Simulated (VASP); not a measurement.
# Si8O15 (a cell with a defect) in VASP: further runs

Runs on Si8O15 (a cell with a defect). Level: PBEsol. Tasks: single point.

Everything below comes from runs of VASP 6.6.1. Logs are shortened: lines on timing, memory, paths and dates and some standing lists are left out, and cuts for length are marked.

### 1 The cell of the first run

The cell holds a defect, 23 atoms: a = 5.925 Å, b = 5.925 Å, c = 5.339 Å, α = 90.00°, β = 90.00°, γ = 90.00°.

### 2 Single point, PBEsol

The input, INCAR:

```
SYSTEM = Si8O15
PREC = Accurate
ENCUT = 520
EDIFF = 1E-6
ISMEAR = 0
SIGMA = 0.05
LREAL = Auto
LASPH = .True.
NELM = 100
ALGO = Normal
ISIF = 2
LWAVE = .False.
LCHARG = .True.
GGA = PS
LELF = .True.
LVHAR = .True.
NBANDS = 78
NELECT = 120.0
```

The input, KPOINTS:

```
Automatic mesh
0
Gamma
  2 2 2
  0 0 0
```

The input, POSCAR:

```
Si8O15
1.0
   -4.1898000000     -4.1898000000      0.0000000000
    4.1898000000     -4.1898000000      0.0000000000
    0.0000000000      0.0000000000      5.3388000000
Si O
8 15
Direct
    0.5000739111      0.5010290519     -0.0029857915
    0.0000611452      0.4799604213      0.2492675957
    0.5000497013      0.5010360257      0.5014874319
    0.0000462115      0.5385359234      0.7492596720
    0.0002041663     -0.0218032954      0.0219650614
    0.5001289056      0.0083729567      0.2492487907
    0.0001602962     -0.0218583553      0.4765875445
    0.5000477220      0.0038004514      0.7492322894
    0.1892836139      0.4910431046     -0.0091051642
    0.0001118349      0.1832253962      0.2493029766
    0.8107761426      0.4910925626     -0.0090605173
    0.0000007227      0.7850424018      0.2492747094
    0.1892817847      0.4910944377      0.5076280228
    0.8107803745      0.4911446239      0.5075836015
    0.0000789453      0.8340859718      0.7492975244
    0.7026391696      0.0067213665     -0.0039928536
    0.5000935426      0.6994238590      0.2492395172
    0.2975311121      0.0067144089     -0.0040356662
    0.5000521042      0.3093580585      0.2492449950
    0.7026246882      0.0066598633      0.5024739706
    0.5000403490      0.6981080994      0.7492555836
    0.2975310964      0.0066432153      0.5024720742
    0.5000425600      0.3055651509      0.7492413320
```

Potentials or basis: VASP PAW PBE potentials, release 64 (Si, O).

The run is started by

```sh
cat potpaw_PBE.64/Si/POTCAR potpaw_PBE.64/O/POTCAR > POTCAR
mpirun -np 1 vasp_std > vasp.out
```

OUTCAR:

```text
SYSTEM = Si8O15
   PREC = Accurate
   ENCUT = 520
   EDIFF = 1E-6
   ISMEAR = 0
   LREAL = Auto
   LASPH = .True.
   NELM = 100
   ISIF = 2
   GGA = PS
   NELECT = 120.0

 ion  position               nearest neighbor table
   1  0.500  0.501  0.997-  23 1.76  19 1.76  21 1.76  17 1.79  11 1.84   9 1.84   3 2.65   3 2.69

   2  0.000  0.480  0.249-  10 1.76  13 1.78   9 1.78  14 1.78  11 1.78  12 1.81   4 2.69   4 2.69

   3  0.500  0.501  0.501-  23 1.76  19 1.76  21 1.76  17 1.79  14 1.84  13 1.84   1 2.65   1 2.69
[... 12 lines left out ...]
  10  0.000  0.183  0.249-   5 1.72   7 1.72   2 1.76
  11  0.811  0.491  0.991-   4 1.73   2 1.78   1 1.84
  12  0.000  0.785  0.249-   7 1.67   5 1.67   2 1.81
  13  0.189  0.491  0.508-   4 1.73   2 1.78   3 1.84
  14  0.811  0.491  0.508-   4 1.73   2 1.78   3 1.84
  15  0.000  0.834  0.749-   5 1.69   7 1.69   4 1.75
  16  0.703  0.007  0.996-   5 1.78   8 1.78   6 1.81
  17  0.500  0.699  0.249-   1 1.79   3 1.79   6 1.83
  18  0.298  0.007  0.996-   5 1.78   8 1.78   6 1.81
  19  0.500  0.309  0.249-   1 1.76   3 1.76   6 1.78
  20  0.703  0.007  0.502-   7 1.78   8 1.78   6 1.81
  21  0.500  0.698  0.749-   1 1.76   3 1.76   8 1.81
  22  0.298  0.007  0.502-   7 1.78   8 1.78   6 1.81
  23  0.500  0.306  0.749-   3 1.76   1 1.76   8 1.79

  LATTYP: Found a simple tetragonal cell.
 ALAT       =     5.9252719836
 C/A-ratio  =     0.9010219303

  Lattice vectors:

 A1 = (  -4.1898000000,  -4.1898000000,   0.0000000000)
 A2 = (   4.1898000000,  -4.1898000000,   0.0000000000)
 A3 = (   0.0000000000,   0.0000000000,   5.3388000000)

Analysis of symmetry for initial positions (statically):
=====================================================================
 Subroutine PRICEL returns:
 Original cell was already a primitive cell.

 Routine SETGRP: Setting up the symmetry group for a
 simple tetragonal supercell.

 Subroutine GETGRP returns: Found  1 space group operations
 (whereof  1 operations were pure point group operations)
 out of a pool of 16 trial point group operations.

The static configuration has the point symmetry C_1 .

Analysis of symmetry for dynamics (positions and initial velocities):
=====================================================================
 Subroutine PRICEL returns:
 Original cell was already a primitive cell.

 Routine SETGRP: Setting up the symmetry group for a
[... 134 lines left out ...]
   NSW    =      0    number of steps for IOM
   IBRION =     -1    ionic relax: 0-MD 1-quasi-New 2-CG
   NFREE  =      0    steps in history (QN), initial steepest desc. (CG)
   ISIF   =      2    stress and relaxation
   ISYM   =      2    0-nonsym 1-usesym 2-fastsym
   POTIM  = 0.5000    time-step for ionic-motion
   TEBEG  =    0.0;   TEEND  =   0.0 temperature during run
   PSTRESS=    0.0 pullay stress
   NELECT =     120.0000    total number of electrons
   NUPDOWN=      -1.0000    fix difference up-down
   EMIN   =  10.00;   EMAX   =-10.00  energy-range for DOS
   EFERMI =   0.00;   METHOD = LEGACY
   ISMEAR =     0;   SIGMA  =   0.05  broadening in eV -4-tet -1-fermi 0-gaus
   EFERMI_NEDOS =   21; number of points for ismear=-14 and -15
   IALGO  =     38    algorithm
   IMIX   =      4    mixing-type and parameters
     AMIX     =   0.40;   BMIX     =  1.00
     AMIX_MAG =   1.60;   BMIX_MAG =  1.00
  volume/ion in A,a.u.               =       8.15        55.00
  Fermi-wavevector in a.u.,A,eV,Ry     =   1.410962  2.666331 27.086647  1.990812
  Thomas-Fermi vector in A             =   2.532862
   LORBIT       =      0    0 simple, 1 ext, 2 COOP (PROOUT), +10 PAW based schemes
   GGA     = PS    functional components
   LHFCALC =     F    Hartree Fock is set to
   AEXX    =    0.0000 exact exchange contribution
   IVDW    =     0    specifies the selected vdW correction
   LEPSILON=     F    determine dielectric tensor
   LRPA    =     F    only Hartree local field effects (RPA)
 non-spin polarized calculation
 Gauss-broadening in eV      SIGMA  =   0.05
  energy-cutoff  :      520.00
  volume of cell :      187.44
 maximum number of plane-waves:      5067
 NGX is ok and might be reduce to    48
   NGX = 23   NGY = 23   NGZ = 19

 number of electron     119.9999966 magnetization

 Free energy of the ion-electron system (eV)
  ---------------------------------------------------
  ext. energy  EPLUGINS =         0.00000000
  ---------------------------------------------------
  free energy    TOTEN  =      -202.99091222 eV

  energy without entropy =     -202.99091222  energy(sigma->0) =     -202.99091222

 E-fermi :   7.8309     XC(G=0): -12.1280

 val. band max:        7.6038533947   @ k =   0.0000   0.0000   0.0000
 cond. band min:       9.5441475924   @ k =   0.0000   0.0000   0.0000
 fundamental gap:      1.9402941977
 Fermi energy:         7.8308934586

 k-point     1 :       0.0000    0.0000    0.0000
  band No.  band energies     occupation
      1     -14.8703      2.00000
      2     -13.1907      2.00000
      3     -13.0345      2.00000
      4     -12.7836      2.00000
      5     -11.9175      2.00000
      6     -11.8968      2.00000
[... 589 lines left out ...]
     71      17.3930      0.00000
     72      17.4107      0.00000
 [bands above 72 left out]

------------------------ aborting loop because EDIFF is reached ----------------------------------------

  FORCE on cell =-STRESS in cart. coord.  units (eV):
  Direction    XX          YY          ZZ          XY          YZ          ZX
  --------------------------------------------------------------------------------------
  -------------------------------------------------------------------------------------
  Total      -28.4615391    -28.4653596    -12.8044994     -7.5978834     -0.0055850      0.0067331
  in kB     -243.2813019   -243.3139590   -109.4492912    -64.9445889     -0.0477392      0.0575525
  external PRESSURE =    -198.6815174 kB  Pullay stress =       0.0000000 kB

 VOLUME and BASIS-vectors are now :
 -----------------------------------------------------------------------------
  energy-cutoff  :      520.00
  volume of cell :      187.44
      direct lattice vectors                 reciprocal lattice vectors
    -4.189800000 -4.189800000  0.000000000    -0.119337439 -0.119337439  0.000000000
     4.189800000 -4.189800000  0.000000000     0.119337439 -0.119337439  0.000000000
     0.000000000  0.000000000  5.338800000     0.000000000  0.000000000  0.187308009

 POSITION                                       TOTAL-FORCE (eV/Angst)
 -----------------------------------------------------------------------------------
      0.00400     -4.19442      5.32286        -0.019330      0.020223     -0.003600
      2.01068     -2.01119      1.33079         0.007233     -0.002483     -0.002947
      0.00413     -4.19435      2.67734        -0.019538      0.018105      0.003037
      2.25616     -2.25655      4.00015         0.020709     -0.013273      0.001410
      4.09759     -4.09930      0.11727         0.035507     -0.012883     -0.052974
     -2.06036     -2.13052      1.33069         0.006142     -0.013336     -0.000845
[... 15 lines left out ...]
     -1.21876     -1.27443      2.68260         0.012216      0.011278      0.002018
     -0.81482     -3.37534      4.00005        -0.013377      0.012365     -0.002526
 -----------------------------------------------------------------------------------
    total drift:                               -0.000610      0.001315     -0.013992

  FREE ENERGIE OF THE ION-ELECTRON SYSTEM (eV)
  ---------------------------------------------------
  free  energy   TOTEN  =      -202.9909122154 eV

  energy  without entropy=     -202.9909122154  energy(sigma->0) =     -202.99091222
```

Run time: 2.1 min. Hardware: 1 thread of Intel Xeon Platinum 8488C (Sapphire Rapids), shared host; peak memory 0.31 GiB.

What came out:

| Property | Result |
| --- | --- |
| Free energy | -202.9909 eV |
| Largest force | 0.113 eV/Å |

Forces in eV/Å, atoms in the order of the input:
```
Si  -0.019  0.020 -0.004
Si   0.007 -0.002 -0.003
Si  -0.020  0.018  0.003
Si   0.021 -0.013  0.001
Si   0.036 -0.013 -0.053
Si   0.006 -0.013 -0.001
Si   0.035 -0.017  0.055
Si  -0.004 -0.014  0.001
O   -0.022 -0.026 -0.003
O    0.033 -0.033 -0.002
O    0.020  0.020 -0.010
O   -0.085  0.075 -0.006
O   -0.024 -0.026  0.002
O    0.020  0.022  0.008
O   -0.042  0.041 -0.004
O   -0.016 -0.012 -0.002
O    0.025 -0.019  0.001
O    0.011  0.015  0.005
O   -0.002  0.004  0.002
O   -0.014 -0.014  0.006
O    0.036 -0.035  0.003
O    0.012  0.011  0.002
O   -0.013  0.012 -0.003
```

Caveat: the k points lie up to 0.59 Å⁻¹ apart; the cell carries a net charge on a neutralising background, which shifts energy and pressure; the cell is charged against a uniform background, so pressure and absolute levels hang on convention; the PAW data sets were made with another functional, which shifts forces and pressure a little.

### 3 Single point, PBEsol

The input, INCAR:

```
PREC = Accurate ; ENCUT = 520
EDIFF = 1E-7 ; ISMEAR = 0
SIGMA = 0.05 ; LREAL = Auto
LASPH = True ; NELM = 100
ALGO = Normal ; ISIF = 2
LWAVE = False ; LCHARG = True
GGA = PS ; LELF = True
LVHAR = True ; NELECT = 120.0
NBANDS = 78
```

The input, KPOINTS:

```
Automatic mesh
0
Gamma
  2 2 2
```

The input, POSCAR:

```
Si8O15
1.0
   -4.1898000000     -4.1898000000      0.0000000000
    4.1898000000     -4.1898000000      0.0000000000
    0.0000000000      0.0000000000      5.3388000000
Si O
8 15
Direct
    0.5000000000      0.4984985275     -0.0022746271
    0.0000000000      0.5196240418      0.2500000000
    0.5000000000      0.4984985275      0.5022746271
    0.0000000000      0.4610171833      0.7500000000
    0.0000000000      0.0214108532      0.0227007288
    0.5000000000     -0.0089258721      0.2500000000
    0.0000000000      0.0214108532      0.4772992712
    0.5000000000     -0.0043334360      0.7500000000
    0.1892020602      0.5084851177     -0.0084057787
    0.0000000000      0.2145426040      0.2500000000
    0.8107979398      0.5084851177     -0.0084057787
    0.0000000000      0.8164556676      0.2500000000
    0.1892020602      0.5084851177      0.5084057787
    0.8107979398      0.5084851177      0.5084057787
    0.0000000000      1.1656672930      0.7500000000
    0.7025642321     -0.0072045280     -0.0032451764
    0.5000000000      0.6900389416      0.2500000000
    0.2974357679     -0.0072045280     -0.0032451764
    0.5000000000      0.3000667128      0.2500000000
    0.7025642321     -0.0072045280      0.5032451764
    0.5000000000      0.6938655463      0.7500000000
    0.2974357679     -0.0072045280      0.5032451764
    0.5000000000      0.3013401972      0.7500000000
```

Potentials or basis: VASP PAW PBE potentials, release 64 (Si, O).

The run is started by

```sh
cat potpaw_PBE.64/Si/POTCAR potpaw_PBE.64/O/POTCAR > POTCAR
mpirun -np 1 vasp_std > vasp.out
```

It took 2.1 min on 1 thread of Intel Xeon Platinum 8488C (Sapphire Rapids), shared host; peak memory 0.31 GiB.

It converged, with:

```yaml
Free_energy: -202.9909 eV
Largest_force: 0.116 eV/Å
```

Forces in eV/Å, atoms in the order of the input:
```
Si   0.007 -0.007  0.005
Si  -0.003  0.003  0.000
Si   0.007 -0.007 -0.005
Si  -0.010  0.010  0.000
Si  -0.019  0.019 -0.066
Si  -0.006  0.006  0.000
Si  -0.019  0.019  0.066
Si   0.000  0.000  0.000
O   -0.032 -0.032  0.006
O    0.082 -0.082  0.000
O    0.032  0.032  0.006
O   -0.049  0.049  0.000
O   -0.032 -0.032 -0.006
O    0.032  0.032 -0.006
O    0.018 -0.018  0.000
O   -0.010 -0.013 -0.004
O    0.017 -0.017  0.000
O    0.013  0.010 -0.004
O   -0.023  0.023  0.000
O   -0.010 -0.013  0.004
O    0.023 -0.023  0.000
O    0.013  0.010  0.004
O   -0.029  0.029  0.000
```

Levels at points of the mesh, in eV from the Fermi level:
```
           k point  band 57  band 58  band 59  band 60  band 61  band 62  band 63  band 64
(0.00, 0.00, 0.00)    -1.52    -1.42    -0.99    -0.22     1.72     5.59     5.65     6.03
(0.50, 0.00, 0.00)    -1.82    -1.71    -1.20    -0.93     2.50     5.92     6.42     6.51
(0.00, 0.50, 0.00)    -1.89    -1.44    -0.89    -0.63     2.07     5.37     5.64     6.64
(0.50, 0.50, 0.00)    -1.44    -1.33    -1.25    -1.07     2.41     5.78     6.48     7.31
(0.00, 0.00, 0.50)    -1.38    -1.24    -0.85    -0.77     2.77     4.28     6.36     7.41
(0.50, 0.00, 0.50)    -1.50    -1.17    -1.11    -0.81     3.00     5.19     6.76     7.30
(0.00, 0.50, 0.50)    -1.02    -0.94    -0.85    -0.73     2.66     4.29     6.20     7.96
(0.50, 0.50, 0.50)    -1.47    -1.34    -1.28    -1.25     3.07     5.08     6.36     8.39
```

Caveat: the k points lie up to 0.59 Å⁻¹ apart; the cell carries a net charge on a neutralising background, which shifts energy and pressure; the cell is charged against a uniform background, so pressure and absolute levels hang on convention; the PAW data sets were made with another functional, which shifts forces and pressure a little.
